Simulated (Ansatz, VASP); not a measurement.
**One calculation of GaP, two programs**

File INCAR:

```
SYSTEM = GaP
ALGO = Normal ; EDIFF = 1E-6
ENCUT = 500 ; GGA_COMPAT = .False.
ISIF = 2 ; ISMEAR = 0
LASPH = .True. ; LCHARG = .False.
LREAL = .False. ; LWAVE = .False.
NBANDS = 16 ; NELM = 120
PREC = Accurate ; SIGMA = 0.01
```

KPOINTS

```
k-points
0
Gamma
  8 8 8
  0 0 0
```

File POSCAR:

```
GaP
1.0
    0.0000000000      2.6956512415      2.6956512415
    2.6956512415      0.0000000000      2.6956512415
    2.6956512415      2.6956512415      0.0000000000
Ga P
1 1
Direct
    0.0000000000      0.0000000000      0.0000000000
    0.2500000000      0.2500000000      0.2500000000
```

Input for Ansatz:

```yaml
crystal:
  lattice:
    - [0.0, 2.6956512308, 2.6956512308]
    - [2.6956512308, 0.0, 2.6956512308]
    - [2.6956512308, 2.6956512308, 0.0]
  atoms:
    - { symbol: Ga, position: [0.0, 0.0, 0.0] }
    - { symbol: P, position: [0.25, 0.25, 0.25] }
basis:
  ecutwfc: 420
kpoints:
  mp_grid: { grid: [8, 8, 8] }
  band_path:
    path:
      - [0.0, 0.0, 0.0]
      - [0.0, 0.0, 0.0]
      - [0.4293209257, 0.4293209257, 0.0]
      - [0.5, 0.5, 0.5]
      - [0.0051483146, 0.0051483146, 0.0]
      - [-0.0051483146, -0.0051483146, 0.0]
      - [0.0059447617, 0.0059447617, 0.0059447617]
      - [-0.0059447617, -0.0059447617, -0.0059447617]
      - [0.0051483146, 0.0051483146, 0.0]
      - [-0.0051483146, -0.0051483146, 0.0]
      - [0.4344692403, 0.4344692403, 0.0]
      - [0.4241726111, 0.4241726111, 0.0]
      - [0.4293209257, 0.4344692403, 0.0051483146]
      - [0.4293209257, 0.4241726111, -0.0051483146]
      - [0.5059447617, 0.5059447617, 0.5059447617]
      - [0.4940552383, 0.4940552383, 0.4940552383]
      - [0.4963595918, 0.5036404082, 0.5]
      - [0.5036404082, 0.4963595918, 0.5]
    npoints: 1
hamiltonian:
  xc: lda
  pseudopotentials: { kind: paw }
scf:
  occupations: { method: fixed }
  n_extra_bands: 5
output:
  forces: true
  stress: true
  eigenvalues: true
```

Alike in both runs: task single point; functional LDA; k mesh 8 × 8 × 8; no spin polarisation.

|  | VASP | Ansatz |
| --- | --- | --- |
| version | VASP 6.6.1 | Ansatz 0.2.0 |
| potentials or method | VASP PAW LDA potentials, release 64 (Ga_d, P), cutoff 500 eV | scalar-relativistic, plane waves, PAW |
| occupations | gaussian, width 0.01 eV | fixed |
| valence electrons in the cell | 18 | 18 |

```csv
,VASP,Ansatz,Ansatz less VASP
gap on the k mesh at the Fermi level (eV),1.43,1.43,+0.001
least direct gap on the mesh (eV),1.91,1.88,-0.029
pressure (GPa),0.1,0.0,-0.08
```

LDA's correlation is that of Perdew and Zunger in VASP and of Perdew and Wang (1992) in Ansatz.
